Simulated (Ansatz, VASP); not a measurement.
One calculation of MgO, two programs

```
Mg O
1.0
     0.00000    2.14487    2.14487
     2.14487    0.00000    2.14487
     2.14487    2.14487    0.00000
Mg O
1 1
Direct
  0.00665 0.00665 0.99335
  0.48989 0.48989 0.51011
```

Change from the starting cell: mode 6 frozen in at -0.043 Å, equal normal strain along x, y and z +0.0083.

Alike in both runs: task single point; functional PBE; k mesh 10 × 10 × 10; occupations gaussian, width 0.05 eV; no spin polarisation.

|  | VASP | Ansatz |
| --- | --- | --- |
| version | VASP 6.6.1 | Ansatz 0.2.0 |
| potentials or method | VASP PAW PBE potentials, release 64 (Mg, O), cutoff 600 eV | scalar-relativistic, plane waves, PAW |
| valence electrons in the cell | 8 | 16 |

|  | VASP | Ansatz | Ansatz less VASP |
| --- | --- | --- | --- |
| gap on the k mesh at the Fermi level (eV) | 4.21 | 4.23 | +0.020 |
| least direct gap on the mesh (eV) | 4.21 | 4.23 | +0.020 |
| pressure (GPa) | -4.1 | -3.1 | +1.04 |
| traceless stress, the component that is largest in VASP (GPa) | 1.00 | 0.99 | -0.012 |
| rms of the force components (eV/Å) | 0.181 | 0.179 | -0.0016 |

Atom by atom the forces differ by 0.002 eV/Å (rms over components). The functional is the same, so the differences come from potentials, cutoffs and numerics. VASP's potentials hold 8 valence electrons a cell and Ansatz's 16, so a difference there can come from the potentials and not from the codes.
